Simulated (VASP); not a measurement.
Wanted: the native input for a VASP 6.6.1 run.

```yaml
Task: single point
Functional: PBEsol
Potentials_or_basis: VASP PAW PBE potentials, release 64 (W_sv, Se)
Cutoff: 520 eV
k_mesh: 12 × 12 × 2
Occupations: gaussian, width 0.02 eV
Spin: no spin polarisation
Dipole_correction: no
Further_INCAR_settings: ALGO = Normal; EDIFF = 1e-06; NBANDS = 35
```

The structure of WSe2 lies in POSCAR:

```
WSe2
1.0
    3.2708292985      0.0000000000      0.0000000000
   -1.6354146492      2.8326212640      0.0000000000
    0.0000000000      0.0000000000     23.2609200208
W Se
2 4
Direct
    0.6666666667      0.3333333333      0.1420178770
    0.3333333333      0.6666666667      0.8579821230
    0.3333333333      0.6666666667      0.2139006783
    0.6666666667      0.3333333333      0.9299654634
    0.3333333333      0.6666666667      0.0700345366
    0.6666666667      0.3333333333      0.7860993217
```

These files were run (other wordings do the same):

INCAR

```
ALGO     = Normal         # electronic algorithm
EDIFF    = 1E-6           # SCF threshold, eV
ENCUT    = 520            # plane-wave cutoff, eV
GGA      = PS             # functional
ISIF     = 2              # what is computed and relaxed
ISMEAR   = 0              # smearing method
LASPH    = T              # aspherical terms in the spheres
LCHARG   = F              # write CHGCAR
LREAL    = F              # projectors in reciprocal space
LWAVE    = F              # write WAVECAR
NBANDS   = 35             # bands
NELM     = 100            # most SCF steps
PREC     = Accurate       # precision mode
SIGMA    = 0.02           # smearing width, eV
```

KPOINTS

```
k-points
0
Gamma
  12 12 2
```

Potentials or basis: VASP PAW PBE potentials, release 64 (W_sv, Se).

Command:

```sh
$ cat potpaw_PBE.64/W_sv/POTCAR potpaw_PBE.64/Se/POTCAR > POTCAR
$ mpirun -np 1 vasp_std > vasp.out
```

It gave:

- Largest force: 0.065 eV/Å
- Band gap on the k mesh: 1.42 eV (least direct gap 1.64 eV)

Caveat: there is no dipole correction, which matters where the two faces differ; the PAW data sets were made with another functional, which shifts forces and pressure a little; spin-orbit coupling is left out, which moves the levels of the heavy elements.

Wall time 11 min on 1 thread of Intel Xeon 8259CL, on a shared host, peak memory 0.47 GiB.
